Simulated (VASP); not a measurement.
Here is a VASP 6.6.1 calculation.

Contents of INCAR:

```
PREC     = Accurate       # precision mode
ENCUT    = 520            # plane-wave cutoff, eV
EDIFF    = 1E-6           # SCF threshold, eV
ISMEAR   = -1             # smearing method
SIGMA    = 0.05           # smearing width, eV
LREAL    = F              # projectors in reciprocal space
LASPH    = T              # aspherical terms in the spheres
NELM     = 80             # most SCF steps
ALGO     = Normal         # electronic algorithm
ISIF     = 2              # what is computed and relaxed
LWAVE    = F              # write WAVECAR
LCHARG   = F              # write CHGCAR
GGA      = PS             # functional
NBANDS   = 20             # bands
```

KPOINTS

```
Automatic mesh
0
Gamma
  10 8 7
```

File POSCAR:

```
Ga
1.0
    2.7701169228      0.0000000000     -0.0369872523
    0.0000000000      3.1940415195      0.0000000000
   -1.3925351669      0.0000000000      4.0842962869
Ga
2
Direct
    0.1245907979      0.7500000000      0.7679514959
    0.8754092021      0.2500000000      0.2320485041
```

Potentials or basis: VASP PAW PBE potentials, release 64 (Ga_d).

Command:

```bash
$ cat potpaw_PBE.64/Ga_d/POTCAR > POTCAR
$ mpirun -np 1 vasp_std > vasp.out
```

Task: Estimate the band gap on the k mesh.

Result: Zero (bands 13 and 14 overlap by 8.98 eV).

Task: Estimate the pressure.

Result: -0.1 GPa.

Caveat: the PAW data sets were made with another functional, which shifts forces and pressure a little.
